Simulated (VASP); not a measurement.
# LiS3 (Im-3m) in VASP: a series of runs

Runs on LiS3. Level: PBE. Tasks: single point, relaxation of cell and atoms.

Program: VASP 6.6.1. These are calculated values, not measurements. Logs are shortened: lines on timing, memory, paths and dates and some standing lists are left out, and cuts for length are marked.

### Step 1. The cell of the first run

It takes space group Im-3m (No. 229, cubic). Conventional cell: a = 5.025 Å, b = 5.025 Å, c = 5.025 Å, α = 90.00°, β = 90.00°, γ = 90.00°. Within 3.3 Å of Li (site symmetry m-3m) lie 6 S at 2.51 Å. Within 3.3 Å of S (site symmetry 4/mmm) lie 2 Li at 2.51 Å and 4 S at 2.51 Å.

The cell was built from a structure type or drawn by symmetry, and may not be a known phase.

### Step 2. Single point, PBE

The input, INCAR:

```
PREC = Accurate
ENCUT = 520
EDIFF = 1E-7
ISMEAR = 0
SIGMA = 0.1
LREAL = F
LASPH = T
NELM = 60
ALGO = Normal
ISIF = 2
LWAVE = F
LCHARG = F
GGA = PE
NBANDS = 18
```

The input, KPOINTS:

```
Automatic mesh
0
Gamma
  6 6 6
```

The input, POSCAR:

```
LiS3
1.0
   -2.5125975404      2.5125975404      2.5125975404
    2.5125975404     -2.5125975404      2.5125975404
    2.5125975404      2.5125975404     -2.5125975404
Li S
1 3
Direct
    0.0000000000      0.0000000000      0.0000000000
    0.0000000000      0.5000000000      0.5000000000
    0.5000000000      0.0000000000      0.5000000000
    0.5000000000      0.5000000000      0.0000000000
```

Potentials or basis: VASP PAW PBE potentials, release 64 (Li_sv, S).

The run is started by

```
$ cat potpaw_PBE.64/Li_sv/POTCAR potpaw_PBE.64/S/POTCAR > POTCAR
$ mpirun -np 1 vasp_std > vasp.out
```

OUTCAR:

```text
PREC = Accurate
   ENCUT = 520
   EDIFF = 1E-7
   ISMEAR = 0
   LREAL = F
   LASPH = T
   NELM = 60
   ISIF = 2
   GGA = PE

 ion  position               nearest neighbor table
   1  0.000  0.000  0.000-   2 2.51   3 2.51   4 2.51   2 2.51   3 2.51   4 2.51
   2  0.000  0.500  0.500-   1 2.51   3 2.51   4 2.51   1 2.51   4 2.51   3 2.51
   3  0.500  0.000  0.500-   1 2.51   2 2.51   4 2.51   4 2.51   1 2.51   2 2.51
   4  0.500  0.500  0.000-   1 2.51   2 2.51   3 2.51   3 2.51   2 2.51   1 2.51

  LATTYP: Found a body centered cubic cell.
 ALAT       =     5.0251950808

  Lattice vectors:

 A1 = (  -2.5125975404,   2.5125975404,   2.5125975404)
 A2 = (   2.5125975404,  -2.5125975404,   2.5125975404)
 A3 = (   2.5125975404,   2.5125975404,  -2.5125975404)

Analysis of symmetry for initial positions (statically):
=====================================================================
 Subroutine PRICEL returns:
 Original cell was already a primitive cell.

 Routine SETGRP: Setting up the symmetry group for a
 body centered cubic supercell.

 Subroutine GETGRP returns: Found 48 space group operations
 (whereof 48 operations were pure point group operations)
 out of a pool of 48 trial point group operations.

The static configuration has the point symmetry O_h .

Analysis of symmetry for dynamics (positions and initial velocities):
=====================================================================
 Subroutine PRICEL returns:
 Original cell was already a primitive cell.

 Routine SETGRP: Setting up the symmetry group for a
 body centered cubic supercell.

 Subroutine GETGRP returns: Found 48 space group operations
 (whereof 48 operations were pure point group operations)
 out of a pool of 48 trial point group operations.

The dynamic configuration has the point symmetry O_h .

 Subroutine INISYM returns: Found 48 space group operations
 (whereof 48 operations are pure point group operations),
 and found     1 'primitive' translations

----------------------------------------------------------------------------------------

                                     Primitive cell

  volume of cell :      63.4496

[... 77 lines left out ...]
   ISPIN  =      1    spin polarized calculation?
   LNONCOLLINEAR =      F non collinear calculations
   LSORBIT =      F    spin-orbit coupling
   LASPH  =      T    aspherical Exc in radial PAW
   ENCUT  =  520.0 eV  38.22 Ry    6.18 a.u.   8.09  8.09  8.09*2*pi/ulx,y,z
   NELM   =     60;   NELMIN=  2; NELMDL= -5     # of ELM steps
   EDIFF  = 0.1E-06   stopping-criterion for ELM
   LREAL  =      F    real-space projection
   EDIFFG = 0.1E-05   stopping-criterion for IOM
   NSW    =      0    number of steps for IOM
   IBRION =     -1    ionic relax: 0-MD 1-quasi-New 2-CG
   NFREE  =      0    steps in history (QN), initial steepest desc. (CG)
   ISIF   =      2    stress and relaxation
   ISYM   =      2    0-nonsym 1-usesym 2-fastsym
   POTIM  = 0.5000    time-step for ionic-motion
   TEBEG  =    0.0;   TEEND  =   0.0 temperature during run
   PSTRESS=    0.0 pullay stress
   NELECT =      21.0000    total number of electrons
   NUPDOWN=      -1.0000    fix difference up-down
   EMIN   =  10.00;   EMAX   =-10.00  energy-range for DOS
   EFERMI =   0.00;   METHOD = LEGACY
   ISMEAR =     0;   SIGMA  =   0.10  broadening in eV -4-tet -1-fermi 0-gaus
   EFERMI_NEDOS =   21; number of points for ismear=-14 and -15
   IALGO  =     38    algorithm
   IMIX   =      4    mixing-type and parameters
     AMIX     =   0.40;   BMIX     =  1.00
     AMIX_MAG =   1.60;   BMIX_MAG =  1.00
  volume/ion in A,a.u.               =      15.86       107.04
  Fermi-wavevector in a.u.,A,eV,Ry     =   1.132413  2.139951 17.447569  1.282360
  Thomas-Fermi vector in A             =   2.269114
   LORBIT       =      0    0 simple, 1 ext, 2 COOP (PROOUT), +10 PAW based schemes
   GGA     = PE    functional components
   LHFCALC =     F    Hartree Fock is set to
   AEXX    =    0.0000 exact exchange contribution
   IVDW    =     0    specifies the selected vdW correction
   LEPSILON=     F    determine dielectric tensor
   LRPA    =     F    only Hartree local field effects (RPA)
 non-spin polarized calculation
 Gauss-broadening in eV      SIGMA  =   0.10
  energy-cutoff  :      520.00
  volume of cell :       63.45
 maximum number of plane-waves:      1724
   NGX = 17   NGY = 17   NGZ = 17

 number of electron      20.9999985 magnetization

 Free energy of the ion-electron system (eV)
  ---------------------------------------------------
  ext. energy  EPLUGINS =         0.00000000
  ---------------------------------------------------
  free energy    TOTEN  =       -15.29626522 eV

  energy without entropy =      -15.29625461  energy(sigma->0) =      -15.29625991

 E-fermi :   5.4646     XC(G=0): -10.0760

 val. band max:        5.2258974291   @ k =   0.5000   0.0000   0.0000
 cond. band min:       5.7088769892   @ k =   0.3333   0.3333   0.0000
 fundamental gap:      0.4829795602
 Fermi energy:         5.4646169309

 k-point     1 :       0.0000    0.0000    0.0000
  band No.  band energies     occupation
      1     -39.5141      2.00000
      2     -10.3653      2.00000
      3      -5.0606      2.00000
      4      -5.0606      2.00000
      5      -0.0555      2.00000
      6      -0.0555      2.00000
[... 313 lines left out ...]
      5      -1.5019      2.00000
      6      -1.5019      2.00000
[... 10 lines left out ...]
     17      12.7735      0.00000
     18      15.3873      0.00000

------------------------ aborting loop because EDIFF is reached ----------------------------------------

  FORCE on cell =-STRESS in cart. coord.  units (eV):
  Direction    XX          YY          ZZ          XY          YZ          ZX
  --------------------------------------------------------------------------------------
  -------------------------------------------------------------------------------------
  Total       -0.1166443     -0.1166443     -0.1166443     -0.0000000     -0.0000000      0.0000000
  in kB       -2.9454082     -2.9454082     -2.9454082     -0.0000000     -0.0000000      0.0000000
  external PRESSURE =      -2.9454082 kB  Pullay stress =       0.0000000 kB

 VOLUME and BASIS-vectors are now :
 -----------------------------------------------------------------------------
  energy-cutoff  :      520.00
  volume of cell :       63.45
      direct lattice vectors                 reciprocal lattice vectors
    -2.512597540  2.512597540  2.512597540     0.000000000  0.198997250  0.198997250
     2.512597540 -2.512597540  2.512597540     0.198997250  0.000000000  0.198997250
     2.512597540  2.512597540 -2.512597540     0.198997250  0.198997250  0.000000000

 POSITION                                       TOTAL-FORCE (eV/Angst)
 -----------------------------------------------------------------------------------
      0.00000      0.00000      0.00000         0.000000      0.000000     -0.000000
      2.51260      0.00000      0.00000        -0.000000     -0.000000     -0.000000
      0.00000      2.51260      0.00000         0.000000      0.000000      0.000000
      0.00000      0.00000      2.51260        -0.000000     -0.000000      0.000000
 -----------------------------------------------------------------------------------
    total drift:                               -0.000000     -0.000000      0.000000

  FREE ENERGIE OF THE ION-ELECTRON SYSTEM (eV)
  ---------------------------------------------------
  free  energy   TOTEN  =       -15.2962652167 eV

  energy  without entropy=      -15.2962546090  energy(sigma->0) =      -15.29625991
```

OSZICAR:

```text
N       E                     dE             d eps       ncg     rms          rms(c)
DAV:   1     0.942090962869E+02    0.94209E+02   -0.86286E+03   576   0.103E+03
DAV:   2    -0.931274734933E+01   -0.10352E+03   -0.99629E+02   760   0.194E+02
DAV:   3    -0.152479367203E+02   -0.59352E+01   -0.59020E+01   820   0.469E+01
DAV:   4    -0.155347353543E+02   -0.28680E+00   -0.28623E+00   880   0.905E+00
DAV:   5    -0.155385943840E+02   -0.38590E-02   -0.38586E-02   750   0.108E+00    0.128E+01
DAV:   6    -0.153552336862E+02    0.18336E+00   -0.12964E-01   684   0.198E+00    0.784E+00
DAV:   7    -0.152963110562E+02    0.58923E-01   -0.27458E-01   708   0.281E+00    0.449E-01
DAV:   8    -0.152962052163E+02    0.10584E-03   -0.30274E-02   642   0.105E+00    0.149E-01
DAV:   9    -0.152961818456E+02    0.23371E-04   -0.56664E-04   756   0.150E-01    0.677E-02
DAV:  10    -0.152962653333E+02   -0.83488E-04   -0.13882E-04   654   0.765E-02    0.614E-02
DAV:  11    -0.152962655622E+02   -0.22891E-06   -0.41858E-06   782   0.128E-02    0.784E-03
DAV:  12    -0.152962652875E+02    0.27467E-06   -0.25128E-07   722   0.344E-03    0.429E-03
DAV:  13    -0.152962651792E+02    0.10829E-06   -0.21736E-07   612   0.299E-03    0.247E-03
DAV:  14    -0.152962652167E+02   -0.37493E-07   -0.83318E-09   358   0.635E-04
   1 F= -.15296265E+02 E0= -.15296260E+02  d E =-.106077E-04
```

stdout:

```text
POSCAR found type information on POSCAR LiS
 POSCAR found :  2 types and       4 ions
 scaLAPACK will be used
 LDA part: xc-table for (Slater+PW92), standard interpolation
 POSCAR, INCAR and KPOINTS ok, starting setup
 FFT: planning ... GRIDC
 FFT: planning ... GRID_SOFT
 FFT: planning ... GRID
 WAVECAR not read
 entering main loop
```

It took 11 s on 1 thread of Intel Xeon 6975P-C (Granite Rapids), shared host; peak memory 0.16 GiB.

What came out:

* Free energy: -15.2963 eV
* Band gap on the k mesh: zero (an odd number of electrons rules out a gap without spin polarisation)

Caveat: the cutoff is under 1.25 times the usual one of these potentials, so pressure, stress and relaxed cells hold a basis-set (Pulay) error.

### Step 3. Relaxation of cell and atoms, PBE

This run uses another cell than the first one, of 19.87 Å³/atom.

The input, INCAR:

```
SYSTEM = LiS3
ALGO = Normal
EDIFF = 1E-6
EDIFFG = -0.04
ENCUT = 600
GGA = PE
IBRION = 2
ISIF = 3
ISMEAR = 0
LASPH = .True.
LCHARG = .False.
LREAL = .False.
LWAVE = .False.
NELM = 60
NSW = 90
PREC = Accurate
SIGMA = 0.1
```

The input, KPOINTS:

```
k-points
0
Gamma
  4 4 4
  0 0 0
```

The input, POSCAR:

```
LiS3
1.0
   -2.7086933800      2.7086933800      2.7086933800
    2.7086933800     -2.7086933800      2.7086933800
    2.7086933800      2.7086933800     -2.7086933800
Li S
1 3
Direct
    0.0000000000      0.0000000000      0.0000000000
    0.0000000000      0.5000000000      0.5000000000
    0.5000000000      0.0000000000      0.5000000000
    0.5000000000      0.5000000000      0.0000000000
```

Potentials or basis: VASP PAW PBE potentials, release 64 (Li_sv, S).

The run is started by

```
$ cat potpaw_PBE.64/Li_sv/POTCAR potpaw_PBE.64/S/POTCAR > POTCAR
$ mpirun -np 1 vasp_std > vasp.out
```

Run time: 21 s. Hardware: 1 thread of Intel Xeon 6975P-C (Granite Rapids), shared host; peak memory 0.22 GiB.

It converged, with:

```
Free energy                           : -15.2801 eV
Relaxed volume                        : 15.97 Å³/atom
Relaxed cell                          : a = 4.362 Å, b = 4.362 Å, c = 4.362 Å, α = 109.47°, β = 109.47°, γ = 109.47°
Space group after relaxing (to 0.1 Å) : Im-3m (No. 229)
Energy gained by relaxing             : 140.5 meV/atom
Ionic steps                           : 3
Pressure after relaxing               : -0.4 GPa
Band gap on the k mesh                : zero (an odd number of electrons rules out a gap without spin polarisation)
```

Step by step:
| step | energy change (eV) | largest force (eV/Å) | pressure (GPa) | volume (Å³) |
| --- | --- | --- | --- | --- |
| 1 | 0.0000 | 0.0000 | -9.38 | 79.49 |
| 2 | -0.5303 | 0.0000 | -2.97 | 66.84 |
| 3 | -0.5622 | 0.0000 | -0.39 | 63.88 |

Final structure:
```
Li S
1.0
    -2.51833    2.51833    2.51833
     2.51833   -2.51833    2.51833
     2.51833    2.51833   -2.51833
Li S
1 3
Direct
  0.00000 0.00000 0.00000
  0.00000 0.50000 0.50000
  0.50000 0.00000 0.50000
  0.50000 0.50000 0.00000
```

Levels at points of the mesh, in eV from the Fermi level:
```tsv
k point	band 8	band 9	band 10	band 11	band 12	band 13
(0.00, 0.00, 0.00)	-1.73	-1.73	-1.73	4.56	4.56	4.56
(0.50, 0.00, 0.00)	-1.90	-1.05	-0.81	-0.01	0.43	4.68
(0.50, 0.50, 0.50)	-0.64	-0.64	-0.64	4.90	4.90	4.90
```

Caveat: the k points lie up to 0.44 Å⁻¹ apart in the final cell, too coarse for converged energies and pressures of a metal; the cutoff is under 1.25 times the usual one of these potentials, so pressure, stress and relaxed cells hold a basis-set (Pulay) error; the volume moved by over 15 % at a fixed basis, so the end points are rough.

### Step 4. Relaxation of cell and atoms, PBE

This run uses another cell than the first one, of 15.95 Å³/atom.

The input, INCAR:

```
PREC = Accurate
ENCUT = 600
EDIFF = 1E-6
ISMEAR = 0
SIGMA = 0.1
LREAL = F
LASPH = T
NELM = 100
ALGO = Normal
ISIF = 3
LWAVE = F
LCHARG = F
GGA = PE
IBRION = 2
NSW = 90
EDIFFG = -0.04
```

The input, KPOINTS:

```
Automatic mesh
0
Gamma
  6 6 6
```

The input, POSCAR:

```
LiS3
1.0
   -2.5173829582      2.5173829582      2.5173829582
    2.5173829582     -2.5173829582      2.5173829582
    2.5173829582      2.5173829582     -2.5173829582
Li S
1 3
Direct
    0.0000000000      0.0000000000      0.0000000000
    0.0000000000      0.5000000000      0.5000000000
    0.5000000000      0.0000000000      0.5000000000
    0.5000000000      0.5000000000      0.0000000000
```

The run is started by

```
$ cat potpaw_PBE.64/Li_sv/POTCAR potpaw_PBE.64/S/POTCAR > POTCAR
$ mpirun -np 1 vasp_std > vasp.out
```

Run time: 13 s. Hardware: 1 thread of Intel Xeon 6975P-C (Granite Rapids), shared host; peak memory 0.2 GiB.

It converged, with:

```
Free energy                           : -15.2970 eV
Relaxed volume                        : 15.80 Å³/atom
Relaxed cell                          : a = 4.346 Å, b = 4.346 Å, c = 4.346 Å, α = 109.47°, β = 109.47°, γ = 109.47°
Space group after relaxing (to 0.1 Å) : Im-3m (No. 229)
Energy gained by relaxing             : 0.3 meV/atom
Ionic steps                           : 2
Pressure after relaxing               : 0.0 GPa
Band gap on the k mesh                : zero (an odd number of electrons rules out a gap without spin polarisation)
```

Step by step:
```csv
step,energy change (eV),largest force (eV/Å),pressure (GPa),volume (Å³)
1,0.0000,0.0000,-0.66,63.81
2,-0.0013,0.0000,-0.02,63.21
```

Final structure:
```yaml
crystal:
  lattice:
    - [-2.50937, 2.50937, 2.50937]
    - [2.50937, -2.50937, 2.50937]
    - [2.50937, 2.50937, -2.50937]
  atoms:
    - { symbol: Li, position: [0.00000, 0.00000, 0.00000] }
    - { symbol: S, position: [0.00000, 0.50000, 0.50000] }
    - { symbol: S, position: [0.50000, 0.00000, 0.50000] }
    - { symbol: S, position: [0.50000, 0.50000, 0.00000] }
```

Levels at points of the mesh, in eV from the Fermi level:
| k point | band 6 | band 7 | band 8 | band 9 | band 10 | band 11 | band 12 | band 13 | band 14 |
| --- | --- | --- | --- | --- | --- | --- | --- | --- | --- |
| (0.00, 0.00, 0.00) | -5.54 | -5.54 | -2.41 | -2.41 | -2.41 | 3.91 | 3.91 | 3.91 | 3.92 |
| (0.50, 0.00, 0.00) | -3.86 | -3.09 | -2.64 | -1.78 | -1.53 | -0.70 | -0.24 | 4.03 | 6.32 |
| (0.50, 0.50, 0.50) | -7.00 | -7.00 | -1.31 | -1.31 | -1.31 | 4.25 | 4.25 | 4.25 | 6.17 |

Caveat: the cutoff is under 1.25 times the usual one of these potentials, so pressure, stress and relaxed cells hold a basis-set (Pulay) error.

### Step 5. Single point, PBE

The input, INCAR:

```
PREC = Accurate
ENCUT = 520
EDIFF = 1E-6
ISMEAR = 0
SIGMA = 0.1
LREAL = False
LASPH = True
NELM = 100
ALGO = Normal
ISIF = 2
LWAVE = False
LCHARG = False
GGA = PE
NBANDS = 18
```

The input, KPOINTS:

```
regular mesh
0
Gamma
  14 14 14
```

The input, POSCAR:

```
LiS3
1.0
   -2.5134919239      2.5134919239      2.5134919239
    2.5134919239     -2.5134919239      2.5134919239
    2.5134919239      2.5134919239     -2.5134919239
Li S
1 3
Direct
    0.0000000000      0.0000000000      0.0000000000
    0.0000000000      0.5000000000      0.5000000000
    0.5000000000      0.0000000000      0.5000000000
    0.5000000000      0.5000000000      0.0000000000
```

The run is started by

```
$ cat potpaw_PBE.64/Li_sv/POTCAR potpaw_PBE.64/S/POTCAR > POTCAR
$ mpirun -np 1 vasp_std > vasp.out
```

It took 28 s on 1 thread of Intel Xeon 6975P-C (Granite Rapids), shared host; peak memory 0.22 GiB.

It converged, with:

```yaml
Free_energy: -15.1487 eV
Band_gap_on_the_k_mesh: zero (an odd number of electrons rules out a gap without spin polarisation)
```

Levels at points of the mesh, in eV from the Fermi level:
```csv
k point,band 8,band 9,band 10,band 11,band 12,band 13
"(0.00, 0.00, 0.00)",-2.14,-2.14,-2.14,4.15,4.15,4.15
"(0.50, 0.00, 0.00)",-2.36,-1.50,-1.26,-0.44,0.02,4.27
"(0.50, 0.50, 0.50)",-1.05,-1.05,-1.05,4.49,4.49,4.49
```

Caveat: the cutoff is under 1.25 times the usual one of these potentials, so pressure, stress and relaxed cells hold a basis-set (Pulay) error.

### Step 6. Relaxation of cell and atoms, PBE

The input, INCAR:

```
SYSTEM = LiS3
ALGO = Normal
EDIFF = 1E-6
EDIFFG = -0.01
ENCUT = 600
GGA = PE
IBRION = 2
ISIF = 3
ISMEAR = 0
LASPH = .True.
LCHARG = .False.
LREAL = .False.
LWAVE = .False.
NELM = 60
NSW = 100
PREC = Accurate
SIGMA = 0.1
```

The input, KPOINTS:

```
k-points
0
Gamma
  14 14 14
  0 0 0
```

The input, POSCAR:

```
LiS3
1.0
   -2.5125975404      2.5125975404      2.5125975404
    2.5125975404     -2.5125975404      2.5125975404
    2.5125975404      2.5125975404     -2.5125975404
Li S
1 3
Direct
    0.0000000000      0.0000000000      0.0000000000
    0.0000000000      0.5000000000      0.5000000000
    0.5000000000      0.0000000000      0.5000000000
    0.5000000000      0.5000000000      0.0000000000
```

Potentials or basis: VASP PAW PBE potentials, release 64 (Li_sv, S).

The run is started by

```
$ cat potpaw_PBE.64/Li_sv/POTCAR potpaw_PBE.64/S/POTCAR > POTCAR
$ mpirun -np 1 vasp_std > vasp.out
```

Run time: 38 s. Hardware: 1 thread of Intel Xeon 6975P-C (Granite Rapids), shared host; peak memory 0.25 GiB.

Results (log left out):

```yaml
Free_energy: -15.1491 eV
Pressure_after_relaxing: 0.0 GPa
Band_gap_on_the_k_mesh: zero (an odd number of electrons rules out a gap without spin polarisation)
```

Final structure:
```
CELL_PARAMETERS angstrom
-2.51260 2.51260 2.51260
2.51260 -2.51260 2.51260
2.51260 2.51260 -2.51260
ATOMIC_POSITIONS crystal
Li 0.00000 0.00000 0.00000
S 0.00000 0.50000 0.50000
S 0.50000 0.00000 0.50000
S 0.50000 0.50000 0.00000
```

Levels at points of the mesh, in eV from the Fermi level:
| k point | band 6 | band 7 | band 8 | band 9 | band 10 | band 11 | band 12 | band 13 | band 14 |
| --- | --- | --- | --- | --- | --- | --- | --- | --- | --- |
| (0.00, 0.00, 0.00) | -5.25 | -5.25 | -2.15 | -2.15 | -2.15 | 4.15 | 4.16 | 4.17 | 4.20 |
| (0.50, 0.00, 0.00) | -3.59 | -2.83 | -2.36 | -1.50 | -1.26 | -0.44 | 0.02 | 4.27 | 6.57 |
| (0.50, 0.50, 0.50) | -6.70 | -6.70 | -1.06 | -1.06 | -1.06 | 4.50 | 4.50 | 4.50 | 6.40 |

Caveat: the cutoff is under 1.25 times the usual one of these potentials, so pressure, stress and relaxed cells hold a basis-set (Pulay) error; the relaxation stopped at its first step, so nothing moved.

### Step 7. Summary

| task | cell | k mesh | cutoff (eV) | gap on the mesh (eV) | pressure (GPa) | relaxed volume (Å³/atom) |
| --- | --- | --- | --- | --- | --- | --- |
| single point | a = 4.352 Å, angles 109.5°, 4 atoms | 6 × 6 × 6 | 520 | none | - | - |
| relaxation of cell and atoms | relaxed from a = 4.692 Å, angles 109.5°, 4 atoms | 4 × 4 × 4 | 600 | none | -0.4 | 15.97 |
| relaxation of cell and atoms | relaxed from a = 4.360 Å, angles 109.5°, 4 atoms | 6 × 6 × 6 | 600 | none | 0.0 | 15.80 |
| single point | a = 4.353 Å, angles 109.5°, 4 atoms | 14 × 14 × 14 | 520 | none | - | - |
| relaxation of cell and atoms | relaxed from a = 4.352 Å, angles 109.5°, 4 atoms | 14 × 14 × 14 | 600 | none | 0.0 | - |

Alike in all rows: level PBE; potentials or basis VASP PAW PBE potentials, release 64 (Li_sv, S); no spin polarisation; smearing gaussian 0.1 eV.

Caveats: some runs use coarse meshes; the cutoff is under 1.25 times the usual one of these potentials, so pressure, stress and relaxed cells hold a basis-set (Pulay) error; the volume moved by over 15 % at a fixed basis, so the end points are rough (at least some runs); the relaxation stopped at its first step, so nothing moved (at least some runs).

Absolute energies hang on the potentials; compare differences alone.
